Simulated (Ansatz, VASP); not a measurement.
Two plane-wave programs on AlN

Contents of POSCAR:

```
AlN
1.0
    0.0000000000      1.9381137141      2.0900686179
    1.9381137141      0.0000000000      2.0900686179
    1.9381137141      1.9381137141      0.0000000000
Al N
1 1
Direct
    0.0000000000      0.0000000000      0.0000000000
    0.5000000000      0.5000000000      0.5000000000
```

File INCAR.step1:

```
PREC = Accurate
ENCUT = 520
EDIFF = 1E-5
ISMEAR = 0
SIGMA = 0.01
LREAL = F
LASPH = T
NELM = 80
ALGO = Normal
ISIF = 2
LWAVE = T
LCHARG = F
NBANDS = 11
GGA = PE
```

INCAR.step2

```
PREC = Accurate
ENCUT = 520
EDIFF = 1E-6
ISMEAR = 0
SIGMA = 0.01
LREAL = F
LASPH = T
NELM = 80
ALGO = Normal
ISIF = 2
LWAVE = F
LCHARG = F
GGA = PE
LHFCALC = T
HFSCREEN = 0.2079
PRECFOCK = Normal
NBANDS = 11
ISTART = 1
```

File KPOINTS:

```
regular mesh
0
Gamma
  8 8 8
```

Input for Ansatz:

```yaml
crystal:
  lattice:
    - [0.0, 1.9381137141, 2.0900686179]
    - [1.9381137141, 0.0, 2.0900686179]
    - [1.9381137141, 1.9381137141, 0.0]
  atoms:
    - { symbol: Al, position: [0.0, 0.0, 0.0] }
    - { symbol: "N", position: [0.5, 0.5, 0.5] }
kpoints:
  mp_grid: { grid: [8, 8, 8] }
  band_path:
    path:
      - [0.0, 0.0, 0.0]
      - [0.5, 0.0, 0.5]
      - [0.625, 0.25, 0.625]
      - [0.375, 0.375, 0.75]
      - [0.5, 0.5, 0.5]
      - [0.5, 0.25, 0.75]
      - [0.0, 0.5, 0.5]
    npoints: 1
hamiltonian:
  xc: hse06
scf:
  occupations: { method: fixed }
  n_extra_bands: 4
output:
  forces: true
  stress: true
  eigenvalues: true
  write_density: true
  write_potential: true
  elf: true
  volumetric_format: npy
```

Change from the starting cell: epitaxial_xy strain -4.0%.

Alike in both runs: task single point; functional HSE06; k mesh 8 × 8 × 8; no spin polarisation.

|  | VASP | Ansatz |
| --- | --- | --- |
| version | VASP 6.6.1 | Ansatz 0.2.0 |
| potentials or method | VASP PAW PBE potentials, release 64 (Al, N) | plane waves, PAW |
| plane-wave cutoff (eV) | 520 | 420 |
| occupations | gaussian, width 0.01 eV | fixed |
| valence electrons in the cell | 8 | 8 |

```tsv
	VASP	Ansatz	Ansatz less VASP
gap on the k mesh at the Fermi level (eV)	5.97	5.93	-0.039
pressure (GPa)	15.9	15.8	-0.12
traceless stress, the component that is largest in VASP (GPa)	-17.32	-17.42	-0.096
```

Ansatz's warnings: stress exchange threshold loose, stress scf threshold loose.
